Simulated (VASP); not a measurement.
# P (P4/mmm) in VASP: notebook

P is run at these levels: PBEsol+D3(BJ); tasks: single point.

All numbers are computed with VASP 6.6.1; they aren't measurements. Logs are shortened: lines on timing, memory, paths and dates and some standing lists are left out, and cuts for length are marked.

## 1. The cell of the first run

It takes space group P4/mmm (No. 123, tetragonal). The conventional cell has a = 4.209 Å, b = 4.209 Å, c = 4.312 Å, α = 90.00°, β = 90.00°, γ = 90.00°. P (site symmetry 4/mmm) has 6 P at 4.21 to 4.31 Å within 5.5 Å.

## 2. Single point, PBEsol+D3(BJ) (strain -0.015 along x and y, -0.015 along z)

INCAR reads:

```
ALGO = Normal
EDIFF = 1E-7
ENCUT = 520
GGA = PS
ISIF = 2
ISMEAR = 0
IVDW = 12
LASPH = T
LCHARG = F
LREAL = F
LWAVE = F
NBANDS = 8
NELM = 60
PREC = Accurate
SIGMA = 0.15
```

KPOINTS reads:

```
k-points
0
Gamma
  12 12 12
```

POSCAR reads:

```
P
1.0
    4.2088112845      0.0000000000      0.0000000000
    0.0000000000      4.2088112845      0.0000000000
    0.0000000000      0.0000000000      4.3123300000
P
1
Direct
    0.0000000000      0.0000000000      0.0000000000
```

Potentials or basis: VASP PAW PBE potentials, release 64 (P).

Run with:

```sh
$ cat potpaw_PBE.64/P/POTCAR > POTCAR
$ mpirun -np 1 vasp_std > vasp.out
```

OUTCAR:

```text
EDIFF = 1E-7
   ENCUT = 520
   GGA = PS
   ISIF = 2
   ISMEAR = 0
   IVDW = 12
   LASPH = T
   LREAL = F
   NELM = 60
   PREC = Accurate
 IVDW          = 12

 ion  position               nearest neighbor table
   1  0.000  0.000  0.000-

  LATTYP: Found a simple tetragonal cell.
 ALAT       =     4.2088112845
 C/A-ratio  =     1.0245957133

  Lattice vectors:

 A1 = (   4.2088112845,   0.0000000000,   0.0000000000)
 A2 = (   0.0000000000,   4.2088112845,   0.0000000000)
 A3 = (   0.0000000000,   0.0000000000,   4.3123300000)

Analysis of symmetry for initial positions (statically):
=====================================================================
 Subroutine PRICEL returns:
 Original cell was already a primitive cell.

 Routine SETGRP: Setting up the symmetry group for a
 simple tetragonal supercell.

 Subroutine GETGRP returns: Found 16 space group operations
 (whereof 16 operations were pure point group operations)
 out of a pool of 16 trial point group operations.

The static configuration has the point symmetry D_4h.

Analysis of symmetry for dynamics (positions and initial velocities):
=====================================================================
 Subroutine PRICEL returns:
 Original cell was already a primitive cell.

 Routine SETGRP: Setting up the symmetry group for a
 simple tetragonal supercell.

 Subroutine GETGRP returns: Found 16 space group operations
 (whereof 16 operations were pure point group operations)
 out of a pool of 16 trial point group operations.

The dynamic configuration has the point symmetry D_4h.

 Subroutine INISYM returns: Found 16 space group operations
 (whereof 16 operations are pure point group operations),
 and found     1 'primitive' translations

----------------------------------------------------------------------------------------

                                     Primitive cell

  volume of cell :      76.3890

  direct lattice vectors                    reciprocal lattice vectors
     4.208811285  0.000000000  0.000000000     0.237596778  0.000000000  0.000000000
     0.000000000  4.208811285  0.000000000     0.000000000  0.237596778  0.000000000
     0.000000000  0.000000000  4.312330000     0.000000000  0.000000000  0.231893199

  length of vectors
     4.208811285  4.208811285  4.312330000     0.237596778  0.237596778  0.231893199

  position of ions in fractional coordinates (direct lattice)
     0.000000000  0.000000000  0.000000000

  ion indices of the primitive-cell ions
   primitive index   ion index
                 1           1

----------------------------------------------------------------------------------------

 KPOINTS: k-points

Automatic generation of k-mesh.
 Grid dimensions read from file:
 generate k-points for:   12   12   12

 Generating k-lattice:

  Cartesian coordinates                     Fractional coordinates (reciprocal lattice)
     0.019799731  0.000000000  0.000000000     0.083333333  0.000000000  0.000000000
     0.000000000  0.019799731  0.000000000     0.000000000  0.083333333  0.000000000
     0.000000000  0.000000000  0.019324433     0.000000000  0.000000000  0.083333333

  Length of vectors
     0.019799731  0.019799731  0.019324433

  Shift w.r.t. Gamma in fractional coordinates (k-lattice)
     0.000000000  0.000000000  0.000000000

 Subroutine IBZKPT returns following result:
 ===========================================

 Found    196 irreducible k-points:

 Following reciprocal coordinates:
            Coordinates               Weight
  0.000000  0.000000  0.000000      1.000000
  0.083333  0.000000  0.000000      4.000000
  0.166667  0.000000  0.000000      4.000000
  0.250000  0.000000  0.000000      4.000000
  0.333333  0.000000  0.000000      4.000000
  0.416667  0.000000  0.000000      4.000000
[... 16 lines left out ...]
  0.333333  0.333333  0.000000      4.000000
  0.416667  0.333333  0.000000      8.000000
 [... further k-points ...]
   k-points           NKPTS =    196   k-points in BZ     NKDIM =    196   number of bands    NBANDS=      8
   number of dos      NEDOS =    301   number of ions     NIONS =      1
   total plane-waves  NPLWV =  32768
   dimension x,y,z NGX =    32 NGY =   32 NGZ =   32
   dimension x,y,z NGXF=    64 NGYF=   64 NGZF=   64
   ions per type =               1
   NGX,Y,Z   is equivalent  to a cutoff of  12.64, 12.64, 12.34 a.u.
   NGXF,Y,Z  is equivalent  to a cutoff of  25.28, 25.28, 24.67 a.u.
 SYSTEM =  unknown system
   PREC   = accura    normal or accurate (medium, high low for compatibility)
   ISTART =      0    job   : 0-new  1-cont  2-samecut
   ICHARG =      2    charge: 1-file 2-atom 10-const
   ISPIN  =      1    spin polarized calculation?
   LNONCOLLINEAR =      F non collinear calculations
   LSORBIT =      F    spin-orbit coupling
   LASPH  =      T    aspherical Exc in radial PAW
   ENCUT  =  520.0 eV  38.22 Ry    6.18 a.u.   7.83  7.83  8.02*2*pi/ulx,y,z
   NELM   =     60;   NELMIN=  2; NELMDL= -5     # of ELM steps
   EDIFF  = 0.1E-06   stopping-criterion for ELM
   LREAL  =      F    real-space projection
   EDIFFG = 0.1E-05   stopping-criterion for IOM
   NSW    =      0    number of steps for IOM
   IBRION =     -1    ionic relax: 0-MD 1-quasi-New 2-CG
   NFREE  =      0    steps in history (QN), initial steepest desc. (CG)
   ISIF   =      2    stress and relaxation
   ISYM   =      2    0-nonsym 1-usesym 2-fastsym
   POTIM  = 0.5000    time-step for ionic-motion
   TEBEG  =    0.0;   TEEND  =   0.0 temperature during run
   PSTRESS=    0.0 pullay stress
   NELECT =       5.0000    total number of electrons
   NUPDOWN=      -1.0000    fix difference up-down
   EMIN   =  10.00;   EMAX   =-10.00  energy-range for DOS
   EFERMI =   0.00;   METHOD = LEGACY
   ISMEAR =     0;   SIGMA  =   0.15  broadening in eV -4-tet -1-fermi 0-gaus
   EFERMI_NEDOS =   21; number of points for ismear=-14 and -15
   IALGO  =     38    algorithm
   IMIX   =      4    mixing-type and parameters
     AMIX     =   0.40;   BMIX     =  1.00
     AMIX_MAG =   1.60;   BMIX_MAG =  1.00
  volume/ion in A,a.u.               =      76.39       515.50
  Fermi-wavevector in a.u.,A,eV,Ry     =   0.659763  1.246771  5.922440  0.435287
  Thomas-Fermi vector in A             =   1.732000
   LORBIT       =      0    0 simple, 1 ext, 2 COOP (PROOUT), +10 PAW based schemes
   GGA     = PS    functional components
   LHFCALC =     F    Hartree Fock is set to
   AEXX    =    0.0000 exact exchange contribution
   IVDW    =    12    specifies the selected vdW correction
   LEPSILON=     F    determine dielectric tensor
   LRPA    =     F    only Hartree local field effects (RPA)
 non-spin polarized calculation
 Gauss-broadening in eV      SIGMA  =   0.15
  energy-cutoff  :      520.00
  volume of cell :       76.39
 maximum number of plane-waves:      2076
 NGX is ok and might be reduce to    32
   NGX = 15   NGY = 15   NGZ = 17

 number of electron       5.0000000 magnetization

 Free energy of the ion-electron system (eV)
  ---------------------------------------------------
  ext. energy  EPLUGINS =         0.00000000
  ---------------------------------------------------
  free energy    TOTEN  =        -1.27816792 eV

  energy without entropy =       -1.24299959  energy(sigma->0) =       -1.26058375

 E-fermi :  -2.9622     XC(G=0):  -5.1951

 val. band max:       -2.9628753835   @ k =   0.2500   0.0833   0.5000
 cond. band min:      -2.9612141460   @ k =   0.3333   0.2500   0.1667
 fundamental gap:      0.0016612375
 Fermi energy:        -2.9621671664

 k-point     1 :       0.0000    0.0000    0.0000
  band No.  band energies     occupation
      1     -11.7250      2.00000
      2      -2.4743      0.00000
      3      -2.3575      0.00000
      4      -2.3575      0.00000
      5       1.7164      0.00000
      6       4.4970      0.00000
      7       4.5821      0.00000
      8       9.2558      0.00000

 k-point     2 :       0.0833    0.0000    0.0000
  band No.  band energies     occupation
      1     -11.7127      2.00000
      2      -2.4920      0.00001
      3      -2.4636      0.00000
      4      -2.3473      0.00000
      5       1.8408      0.00000
      6       4.5487      0.00000
      7       4.6961      0.00000
      8       8.7640      0.00000

 k-point     3 :       0.1667    0.0000    0.0000
  band No.  band energies     occupation
      1     -11.6784      2.00000
      2      -2.8218      0.18578
      3      -2.4340      0.00000
      4      -2.3190      0.00000
      5       2.1510      0.00000
      6       4.6667      0.00000
      7       5.0109      0.00000
      8       8.0816      0.00000

 k-point     4 :       0.2500    0.0000    0.0000
  band No.  band energies     occupation
      1     -11.6304      2.00000
      2      -3.2106      1.98084
      3      -2.3927      0.00000
      4      -2.2794      0.00000
      5       2.5493      0.00000
      6       4.8375      0.00000
      7       5.3017      0.00000
      8       7.4806      0.00000

 k-point     5 :       0.3333    0.0000    0.0000
  band No.  band energies     occupation
      1     -11.5808      2.00000
      2      -3.5523      2.00000
      3      -2.3503      0.00000
      4      -2.2390      0.00000
      5       2.9844      0.00000
      6       5.0335      0.00000
      7       5.2633      0.00000
      8       7.0193      0.00000
[... 177 lines left out ...]
 k-point    22 :       0.5000    0.2500    0.0000
  band No.  band energies     occupation
      1     -11.4422      2.00000
      2      -3.7073      2.00000
      3      -2.9398      0.83283
      4      -2.2345      0.00000
      5       3.7034      0.00000
      6       4.4767      0.00000
      7       6.3117      0.00000
      8       6.7069      0.00000

 k-point    23 :       0.3333    0.3333    0.0000
  band No.  band energies     occupation
      1     -11.4447      2.00000
      2      -3.3727      1.99989
      3      -3.2898      1.99799
      4      -2.2368      0.00000
      5       3.4672      0.00000
      6       4.6305      0.00000
      7       6.5958      0.00000
      8       6.8449      0.00000

 k-point    24 :       0.4167    0.3333    0.0000
  band No.  band energies     occupation
      1     -11.4096      2.00000
      2      -3.5495      2.00000
      3      -3.2703      1.99633
      4      -2.2078      0.00000
      5       3.3316      0.00000
      6       4.7596      0.00000
      7       6.7282      0.00000
      8       6.8856      0.00000

 [... further k-points ...]

------------------------ aborting loop because EDIFF is reached ----------------------------------------

 Edisp (eV)   -0.08539

 E8    (eV) :    -0.0504

  FORCE on cell =-STRESS in cart. coord.  units (eV):
  Direction    XX          YY          ZZ          XY          YZ          ZX
  --------------------------------------------------------------------------------------
  -------------------------------------------------------------------------------------
  Total      -2.20344    -2.20344    -1.99466     0.00000     0.00000     0.00000
  in kB     -46.21476   -46.21476   -41.83589     0.00000     0.00000     0.00000
  external pressure =      -44.76 kB  Pullay stress =        0.00 kB

 VOLUME and BASIS-vectors are now :
 -----------------------------------------------------------------------------
  energy-cutoff  :      520.00
  volume of cell :       76.39
      direct lattice vectors                 reciprocal lattice vectors
     4.208811285  0.000000000  0.000000000     0.237596778  0.000000000  0.000000000
     0.000000000  4.208811285  0.000000000     0.000000000  0.237596778  0.000000000
     0.000000000  0.000000000  4.312330000     0.000000000  0.000000000  0.231893199

 POSITION                                       TOTAL-FORCE (eV/Angst)
 -----------------------------------------------------------------------------------
      0.00000      0.00000      0.00000         0.000000      0.000000      0.000000
 -----------------------------------------------------------------------------------
    total drift:                                0.000000     -0.000000      0.000000

  FREE ENERGIE OF THE ION-ELECTRON SYSTEM (eV)
  ---------------------------------------------------
  free  energy   TOTEN  =        -1.3635531777 eV

  energy  without entropy=       -1.3283848462  energy(sigma->0) =       -1.34596901
```

Wall time 34 s (1 thread of Intel Xeon 6975P-C (Granite Rapids), shared host); peak memory 0.24 GiB.

What came out:

```
Free energy                : -1.3636 eV
Pressure                   : -4.5 GPa
Band gap on the k mesh     : zero (an odd number of electrons rules out a gap without spin polarisation)
Dispersion energy per atom : -0.085 eV
```

Stress tensor (GPa, compression positive):
```
-4.62  0.00  0.00
 0.00 -4.62  0.00
 0.00  0.00 -4.18
```

Levels at points of the mesh, in eV from the Fermi level:
```csv
k point,band 1,band 2,band 3,band 4,band 5
"(0.00, 0.00, 0.00)",-8.76,0.49,0.60,0.60,4.68
"(0.50, 0.00, 0.00)",-8.57,-0.90,0.66,0.76,6.61
"(0.50, 0.50, 0.00)",-8.39,-0.57,-0.57,0.80,5.83
"(0.00, 0.00, 0.50)",-8.60,-0.85,0.74,0.74,6.57
"(0.50, 0.00, 0.50)",-8.42,-0.62,-0.52,0.88,5.81
"(0.50, 0.50, 0.50)",-8.25,-0.34,-0.34,-0.25,6.87
```

Caveat: the cell differs from its parent crystal (strain -0.015 along x and y, -0.015 along z); the cell stands under tension; the nearest neighbours stand farther apart than a usual bond; the PAW data sets were made with another functional, which shifts forces and pressure a little; an odd number of electrons without spin polarisation forces a metal; a magnetic or distorted state may lie lower.

## 3. Single point, PBEsol+D3(BJ) (strain +0.000 along x and y, -0.030 along z)

INCAR reads:

```
SYSTEM = P
PREC = Accurate
ENCUT = 520
EDIFF = 1E-6
ISMEAR = 0
SIGMA = 0.15
LREAL = .False.
LASPH = .True.
NELM = 80
ALGO = Normal
ISIF = 2
LWAVE = .False.
LCHARG = .False.
GGA = PS
IVDW = 12
NBANDS = 8
```

KPOINTS reads:

```
Automatic mesh
0
Gamma
  12 12 12
  0 0 0
```

POSCAR reads:

```
P
1.0
    4.2729048574      0.0000000000      0.0000000000
    0.0000000000      4.2729048574      0.0000000000
    0.0000000000      0.0000000000      4.2466600000
P
1
Direct
    0.0000000000      0.0000000000      0.0000000000
```

Potentials or basis: VASP PAW PBE potentials, release 64 (P).

Run with:

```sh
$ cat potpaw_PBE.64/P/POTCAR > POTCAR
$ mpirun -np 1 vasp_std > vasp.out
```

It took 28 s on 1 thread of Intel Xeon 6975P-C (Granite Rapids), shared host; peak memory 0.24 GiB.

The run converged. Its results:

| Item | Value |
| --- | --- |
| Free energy | -1.3306 eV |
| Pressure | -4.3 GPa |
| Band gap on the k mesh | zero (an odd number of electrons rules out a gap without spin polarisation) |
| Dispersion energy per atom | -0.084 eV |

Stress tensor (GPa, compression positive):
```
-4.29  0.00  0.00
 0.00 -4.29  0.00
 0.00  0.00 -4.40
```

Levels at points of the mesh, in eV from the Fermi level:
```
           k point  band 1  band 2  band 3  band 4  band 5  band 6  band 7
(0.00, 0.00, 0.00)   -8.75    0.54    0.54    0.57    4.66    7.48    7.51
(0.50, 0.00, 0.00)   -8.58   -0.85    0.69    0.71    6.56    7.60    8.20
(0.50, 0.50, 0.00)   -8.42   -0.55   -0.55    0.84    5.83    8.19    9.82
(0.00, 0.00, 0.50)   -8.57   -0.87    0.69    0.69    6.57    7.62    8.21
(0.50, 0.00, 0.50)   -8.41   -0.57   -0.54    0.82    5.83    8.19    9.83
(0.50, 0.50, 0.50)   -8.26   -0.32   -0.30   -0.30    6.93    6.93    6.95
```

Caveat: the cell differs from its parent crystal (strain +0.000 along x and y, -0.030 along z); the cell stands under tension; the nearest neighbours stand farther apart than a usual bond; the PAW data sets were made with another functional, which shifts forces and pressure a little; an odd number of electrons without spin polarisation forces a metal; a magnetic or distorted state may lie lower.

## 4. Single point, PBEsol+D3(BJ) (strain -0.015 along x and y, +0.000 along z)

INCAR reads:

```
ALGO = Normal
EDIFF = 1E-6
ENCUT = 520
GGA = PS
ISIF = 2
ISMEAR = 0
IVDW = 12
LASPH = T
LCHARG = F
LREAL = F
LWAVE = F
NBANDS = 8
NELM = 100
PREC = Accurate
SIGMA = 0.15
```

KPOINTS reads:

```
k-points
0
Gamma
  12 12 12
```

POSCAR reads:

```
P
1.0
    4.2088112845      0.0000000000      0.0000000000
    0.0000000000      4.2088112845      0.0000000000
    0.0000000000      0.0000000000      4.3780000000
P
1
Direct
    0.0000000000      0.0000000000      0.0000000000
```

Run with:

```sh
$ cat potpaw_PBE.64/P/POTCAR > POTCAR
$ mpirun -np 1 vasp_std > vasp.out
```

Run time: 33 s. Hardware: 1 thread of Intel Xeon 6975P-C (Granite Rapids), shared host; peak memory 0.25 GiB.

It converged, with:

| Property | Result |
| --- | --- |
| Free energy | -1.3344 eV |
| Pressure | -4.3 GPa |
| Band gap on the k mesh | zero (an odd number of electrons rules out a gap without spin polarisation) |
| Dispersion energy per atom | -0.084 eV |

Stress tensor (GPa, compression positive):
```
-4.56  0.00  0.00
 0.00 -4.56  0.00
 0.00  0.00 -3.87
```

Levels at points of the mesh, in eV from the Fermi level:
```csv
k point,band 1,band 2,band 3,band 4,band 5
"(0.00, 0.00, 0.00)",-8.75,0.43,0.61,0.61,4.66
"(0.50, 0.00, 0.00)",-8.56,-0.89,0.60,0.77,6.58
"(0.50, 0.50, 0.00)",-8.38,-0.56,-0.56,0.75,5.85
"(0.00, 0.00, 0.50)",-8.61,-0.81,0.73,0.73,6.53
"(0.50, 0.00, 0.50)",-8.43,-0.63,-0.48,0.88,5.82
"(0.50, 0.50, 0.50)",-8.26,-0.35,-0.35,-0.21,6.83
```

Caveat: the cell differs from its parent crystal (strain -0.015 along x and y, +0.000 along z); the cell stands under tension; the nearest neighbours stand farther apart than a usual bond; the PAW data sets were made with another functional, which shifts forces and pressure a little; an odd number of electrons without spin polarisation forces a metal; a magnetic or distorted state may lie lower.

## 5. The runs side by side

```tsv
cell	gap on the mesh (eV)	pressure (GPa)
a = 4.209, b = 4.209, c = 4.312 Å, 1 atom	none	-4.5
a = 4.273, b = 4.273, c = 4.247 Å, 1 atom	none	-4.3
a = 4.209, b = 4.209, c = 4.378 Å, 1 atom	none	-4.3
```

Alike in all rows: task single point; level PBEsol+D3(BJ); potentials or basis VASP PAW PBE potentials, release 64 (P); no spin polarisation; k mesh 12 × 12 × 12; cutoff (eV) 520; smearing gaussian 0.15 eV.

Caveats: the cell stands under tension; the nearest neighbours stand farther apart than a usual bond; the PAW data sets were made with another functional, which shifts forces and pressure a little; an odd number of electrons without spin polarisation forces a metal; a magnetic or distorted state may lie lower.

Total energies depend on the potentials used, so only differences within one code and one set of settings carry meaning.
